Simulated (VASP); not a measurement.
# AlN (P6_3mc) in VASP: further runs

The runs below take AlN through electric field gradients, with PBEsol.

Everything below comes from runs of VASP 6.6.1. Logs are shortened: lines on timing, memory, paths and dates and some standing lists are left out, and cuts for length are marked.

### Step 1. The cell of the first run

Symmetry: P6_3mc, No. 186, hexagonal system. The conventional cell has a = 3.111 Å, b = 3.111 Å, c = 4.878 Å, α = 90.00°, β = 90.00°, γ = 120.00°. Al (site symmetry 3m) has 4 N at 1.88 Å within 2.5 Å. N (site symmetry 3m) has 4 Al at 1.88 Å within 2.5 Å.

### Step 2. Electric field gradients, PBEsol (zz strain of -2 %)

The input, INCAR:

```
ALGO = Normal ; EDIFF = 1E-8
ENCUT = 520 ; GGA = PS
GGA_COMPAT = F ; ISIF = 2
ISMEAR = -1 ; LASPH = T
LCHARG = F ; LEFG = T
LREAL = F ; LWAVE = F
NBANDS = 16 ; NELM = 120
PREC = Accurate ; SIGMA = 0.02
```

The input, KPOINTS:

```
k-points
0
Gamma
  11 11 6
```

The input, POSCAR:

```
AlN
1.0
    3.1110021516      0.0000000000      0.0000000000
   -1.5555010758      2.6942068945      0.0000000000
    0.0000000000      0.0000000000      4.8784400000
Al N
2 2
Direct
    0.3333333333      0.6666666667      0.0000000000
    0.6666666667      0.3333333333      0.5000000000
    0.3333333333      0.6666666667      0.3850000000
    0.6666666667      0.3333333333      0.8850000000
```

Potentials or basis: VASP PAW PBE potentials, release 64 (Al, N).

On the command line:

```console
$ cat potpaw_PBE.64/Al/POTCAR potpaw_PBE.64/N/POTCAR > POTCAR
$ mpirun -np 1 vasp_std > vasp.out
```

OUTCAR:

```text
EDIFF = 1E-8
   ENCUT = 520
   GGA = PS
   ISIF = 2
   ISMEAR = -1
   LASPH = T
   LREAL = F
   NELM = 120
   PREC = Accurate

 ion  position               nearest neighbor table
   1  0.333  0.667  0.000-   3 1.88   4 1.88   4 1.88   4 1.88   2 3.03   2 3.03   2 3.03   2 3.03
                             2 3.03   2 3.03
   2  0.667  0.333  0.500-   4 1.88   3 1.88   3 1.88   3 1.88   1 3.03   1 3.03   1 3.03   1 3.03
                             1 3.03   1 3.03
   3  0.333  0.667  0.385-   1 1.88   2 1.88   2 1.88   2 1.88
   4  0.667  0.333  0.885-   2 1.88   1 1.88   1 1.88   1 1.88

  LATTYP: Found a hexagonal cell.
 ALAT       =     3.1110021516
 C/A-ratio  =     1.5681249200

  Lattice vectors:

 A1 = (   3.1110021516,   0.0000000000,   0.0000000000)
 A2 = (  -1.5555010758,   2.6942068945,   0.0000000000)
 A3 = (   0.0000000000,   0.0000000000,   4.8784400000)

Analysis of symmetry for initial positions (statically):
=====================================================================
 Subroutine PRICEL returns:
 Original cell was already a primitive cell.

 Routine SETGRP: Setting up the symmetry group for a
 hexagonal supercell.

 Subroutine GETGRP returns: Found 12 space group operations
 (whereof  6 operations were pure point group operations)
 out of a pool of 24 trial point group operations.

The static configuration has the point symmetry C_3v.
 The point group associated with its full space group is C_6v.

Analysis of symmetry for dynamics (positions and initial velocities):
=====================================================================
 Subroutine PRICEL returns:
 Original cell was already a primitive cell.

 Routine SETGRP: Setting up the symmetry group for a
 hexagonal supercell.

 Subroutine GETGRP returns: Found 12 space group operations
 (whereof  6 operations were pure point group operations)
 out of a pool of 24 trial point group operations.

The dynamic configuration has the point symmetry C_3v.
 The point group associated with its full space group is C_6v.

 Subroutine INISYM returns: Found 12 space group operations
 (whereof  6 operations are pure point group operations),
 and found     1 'primitive' translations

----------------------------------------------------------------------------------------

                                     Primitive cell
[... 139 lines left out ...]
  free energy    TOTEN  =       -31.28950127 eV

  energy without entropy =      -31.28950127  energy(sigma->0) =      -31.28950127

 E-fermi :   6.8026     XC(G=0): -11.2000

 val. band max:        6.3907631753   @ k =   0.0000   0.0000   0.0000
 cond. band min:      10.6029531640   @ k =   0.0000   0.0000   0.0000
 fundamental gap:      4.2121899887
 Fermi energy:         6.8025750193

 k-point     1 :       0.0000    0.0000    0.0000
  band No.  band energies     occupation
      1      -9.0287      2.00000
      2      -6.6853      2.00000
      3       0.1921      2.00000
      4       5.2863      2.00000
      5       5.2863      2.00000
      6       6.0063      2.00000
[... 433 lines left out ...]
      3       1.2271      2.00000
      4       3.1497      2.00000
      5       3.5723      2.00000
      6       4.6533      2.00000
[... 8 lines left out ...]
     15      18.8089      0.00000
     16      19.7407      0.00000

 [... further k-points ...]
[... 5 lines left out ...]
  --------------------------------------------------------------------------------------
  -------------------------------------------------------------------------------------
  Total        0.6774306      0.6774306      2.1767052      0.0000000     -0.0000000      0.0000000
  in kB       26.5438047     26.5438047     85.2899719      0.0000000     -0.0000000      0.0000000
  external PRESSURE =      46.1258605 kB  Pullay stress =       0.0000000 kB

 VOLUME and BASIS-vectors are now :
 -----------------------------------------------------------------------------
  energy-cutoff  :      520.00
  volume of cell :       40.89
      direct lattice vectors                 reciprocal lattice vectors
     3.111002152  0.000000000  0.000000000     0.321439829  0.185583372  0.000000000
    -1.555501076  2.694206895  0.000000000     0.000000000  0.371166744  0.000000000
     0.000000000  0.000000000  4.878440000     0.000000000  0.000000000  0.204983560

 POSITION                                       TOTAL-FORCE (eV/Angst)
 -----------------------------------------------------------------------------------
     -0.00000      1.79614      0.00000        -0.000000      0.000000     -0.097446
      1.55550      0.89807      2.43922        -0.000000     -0.000000     -0.097446
     -0.00000      1.79614      1.87820        -0.000000      0.000000      0.097446
      1.55550      0.89807      4.31742         0.000000     -0.000000      0.097446
 -----------------------------------------------------------------------------------
    total drift:                               -0.000000      0.000000      0.000472

  FREE ENERGIE OF THE ION-ELECTRON SYSTEM (eV)
  ---------------------------------------------------
  free  energy   TOTEN  =       -31.2895012668 eV

  energy  without entropy=      -31.2895012668  energy(sigma->0) =      -31.28950127

 Electric field gradients (V/A^2)
---------------------------------------------------------------------
 ion       V_xx      V_yy      V_zz      V_xy      V_xz      V_yz
---------------------------------------------------------------------
   1      -1.936    -1.936     3.873     0.000    -0.000     0.000
   2      -1.936    -1.936     3.873     0.000     0.000    -0.000
   3       1.582     1.582    -3.164    -0.000     0.000    -0.000
   4       1.582     1.582    -3.164    -0.000    -0.000     0.000
---------------------------------------------------------------------

 Electric field gradients after diagonalization (V/A^2)
 (convention: |V_zz| > |V_xx| > |V_yy|)
----------------------------------------------------------------------
 ion       V_xx      V_yy      V_zz     asymmetry (V_yy - V_xx)/ V_zz
----------------------------------------------------------------------
   1      -1.936    -1.936     3.873       0.000
   2      -1.936    -1.936     3.873       0.000
   3       1.582     1.582    -3.164       0.000
   4       1.582     1.582    -3.164       0.000
----------------------------------------------------------------------

           NMR quadrupolar parameters

 Cq : quadrupolar parameter    Cq=e*Q*V_zz/h
 eta: asymmetry parameters     (V_yy - V_xx)/ V_zz
 Q  : nuclear electric quadrupole moment in mb (millibarn)
----------------------------------------------------------------------
 ion       Cq(MHz)       eta       Q (mb)
----------------------------------------------------------------------
   1       0.009       0.000       1.000
   2       0.009       0.000       1.000
   3      -0.008       0.000       1.000
   4      -0.008       0.000       1.000
----------------------------------------------------------------------
```

OSZICAR:

```text
N       E                     dE             d eps       ncg     rms          rms(c)
DAV:   1     0.396617511893E+02    0.39662E+02   -0.73990E+03  2048   0.900E+02
DAV:   2    -0.325105108512E+02   -0.72172E+02   -0.66319E+02  2912   0.188E+02
DAV:   3    -0.358045193381E+02   -0.32940E+01   -0.32854E+01  2520   0.412E+01
DAV:   4    -0.358239659135E+02   -0.19447E-01   -0.19445E-01  2560   0.358E+00
DAV:   5    -0.358242150119E+02   -0.24910E-03   -0.24910E-03  2512   0.408E-01    0.119E+01
DAV:   6    -0.313462944859E+02    0.44779E+01   -0.95149E+00  2456   0.225E+01    0.424E+00
DAV:   7    -0.313268103304E+02    0.19484E-01   -0.63848E-01  2200   0.557E+00    0.292E+00
DAV:   8    -0.312940412181E+02    0.32769E-01   -0.71395E-02  2312   0.225E+00    0.582E-01
DAV:   9    -0.312892227583E+02    0.48185E-02   -0.12541E-02  2648   0.838E-01    0.248E-01
DAV:  10    -0.312895759657E+02   -0.35321E-03   -0.13704E-03  2296   0.244E-01    0.152E-01
DAV:  11    -0.312895024229E+02    0.73543E-04   -0.11967E-04  2344   0.811E-02    0.315E-02
DAV:  12    -0.312895017945E+02    0.62838E-06   -0.50543E-06  2440   0.192E-02    0.739E-03
DAV:  13    -0.312895012340E+02    0.56055E-06   -0.19018E-06  2440   0.104E-02    0.249E-03
DAV:  14    -0.312895012611E+02   -0.27160E-07   -0.95125E-08  2424   0.264E-03    0.716E-04
DAV:  15    -0.312895012668E+02   -0.56923E-08   -0.25946E-09  1328   0.368E-04
   1 F= -.31289501E+02 E0= -.31289501E+02  d E =-.199796E-11
```

stdout:

```text
POSCAR found type information on POSCAR AlN
 POSCAR found :  2 types and       4 ions
 scaLAPACK will be used
 -----------------------------------------------------------------------------
|                                                                             |
|                                                                             |
|     You enforced a specific xc type in the INCAR file but a different       |
|     I HOPE YOU KNOW WHAT YOU ARE DOING!                                     |
|                                                                             |
 -----------------------------------------------------------------------------

 LDA part: xc-table for (Slater+PW92), standard interpolation
 POSCAR, INCAR and KPOINTS ok, starting setup
 FFT: planning ... GRIDC
 FFT: planning ... GRID_SOFT
 FFT: planning ... GRID
 WAVECAR not read
 entering main loop
ion   1

ion   2

ion   3

ion   4
```

Run time: 29 s. Hardware: 1 thread of Intel Xeon 8259CL, shared host; peak memory 0.17 GiB.

Results:

| Property | Result |
| --- | --- |
| Free energy | -31.2895 eV |
| Pressure | 4.6 GPa |
| Largest force | 0.097 eV/Å |
| Band gap on the k mesh | 4.21 eV |
| Largest electric field gradient by atom | Al +3.9; N -3.2 V/Å² |

Forces on the atoms (eV/Å):
```
Al   0.000  0.000 -0.097
Al   0.000  0.000 -0.097
N    0.000  0.000  0.097
N    0.000  0.000  0.097
```

Stress tensor (GPa, compression positive):
```
2.65 0.00 0.00
0.00 2.65 0.00
0.00 0.00 8.53
```

Electric field gradients, principal values (V/Å²):
```tsv
atom	least	middle	greatest (by size)
1 Al	-1.936	-1.936	3.873
2 Al	-1.936	-1.936	3.873
3 N	1.582	1.582	-3.164
4 N	1.582	1.582	-3.164
```

Caveat: the cell differs from its parent crystal (zz strain of -2 %); the stress differs along the axes, from 3 to 9 GPa; without QUAD_EFG the Cq values of the log hold for a quadrupole moment of 1 mb, not for the nuclei; the PAW data sets were made with another functional, which shifts forces and pressure a little.

(Continued in part 2 of 3.)
